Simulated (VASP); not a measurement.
AsHF, 3 atoms in the cell. The structure is tetragonal, space group P4/mmm (No. 123). Conventional cell: a = 3.074 Å, b = 3.074 Å, c = 3.428 Å, α = 90.00°, β = 90.00°, γ = 90.00°. Within 2.3 Å of H (site symmetry 4/mmm) lie 2 As at 1.71 Å and 4 F at 2.17 Å. Within 2.3 Å of As (site symmetry 4/mmm) lie 2 H at 1.71 Å. Within 2.9 Å of F (site symmetry 4/mmm) lie 4 H at 2.17 Å and 8 As at 2.77 Å. The cell was generated, and may not be a known phase.

```yaml
Program: VASP 6.6.1
Task: single point
Functional: PBE
Potentials_or_basis: VASP PAW PBE potentials, release 64 (H, As, F)
Cutoff: 600 eV
k_mesh: 16 × 16 × 14
Occupations: gaussian, width 0.1 eV
Spin: no spin polarisation
Dipole_correction: no
Further_INCAR_settings: ALGO = Normal; EDIFF = 1e-06; NBANDS = 14
```

Potentials or basis: VASP PAW PBE potentials, release 64 (H, As, F).

Launch:

```bash
$ cat potpaw_PBE.64/H/POTCAR potpaw_PBE.64/As/POTCAR potpaw_PBE.64/F/POTCAR > POTCAR
$ mpirun -np 1 vasp_std > vasp.out
```

Hardware: 1 thread of Oxide Virtual Turin-like Processor (shared host).

Q: Estimate the wall time of this run.

A: It took 3.5 min on 1 thread of Oxide Virtual Turin-like Processor, on a shared host, peak memory 0.3 GiB. Counts: scf iterations 13, k points 360.
